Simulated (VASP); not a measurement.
Set up this calculation in VASP 6.6.1, as the native input.

* Task: single point
* Functional: PBEsol
* Potentials or basis: VASP PAW PBE potentials, release 64 (Ti_sv)
* Cutoff: 520 eV
* k mesh: 11 × 11 × 11
* Occupations: methfessel-paxton, width 0.1 eV
* Spin: no spin polarisation
* Dipole correction: no
* Further INCAR settings: ALGO = Normal; EDIFF = 1e-06; NBANDS = 12

The structure of Ti lies in POSCAR:

```
Ti
1.0
   -1.6410000000      1.6410000000      1.6410000000
    1.6410000000     -1.6410000000      1.6410000000
    1.6410000000      1.6410000000     -1.6410000000
Ti
1
Direct
    0.0000000000      0.0000000000      0.0000000000
```

These files were run (other wordings do the same):

INCAR

```
SYSTEM = Ti
ALGO = Normal ; EDIFF = 1E-6
ENCUT = 520 ; GGA = PS
ISIF = 2 ; ISMEAR = 1
LASPH = .TRUE. ; LCHARG = .FALSE.
LREAL = .FALSE. ; LWAVE = .FALSE.
NBANDS = 12 ; NELM = 80
PREC = Accurate ; SIGMA = 0.1
```

KPOINTS

```
k-points
0
G
  11 11 11
  0 0 0
```

Potentials or basis: VASP PAW PBE potentials, release 64 (Ti_sv).

Run with:

```bash
$ cat potpaw_PBE.64/Ti_sv/POTCAR > POTCAR
$ mpirun -np 1 vasp_std > vasp.out
```

Results of the run:

| Property | Result |
| --- | --- |
| Pressure | -7.2 GPa |
| Band gap on the k mesh | zero (band 6 reaches 8.77 eV, above the bottom of band 7 at 7.20 eV) |

Caveat: the PAW data sets were made with another functional, which shifts forces and pressure a little.

Run time: 8.1 s on 1 thread of Intel(R) Xeon(R) Platinum 8488C (Sapphire Rapids) (shared host), peak memory 0.14 GiB.
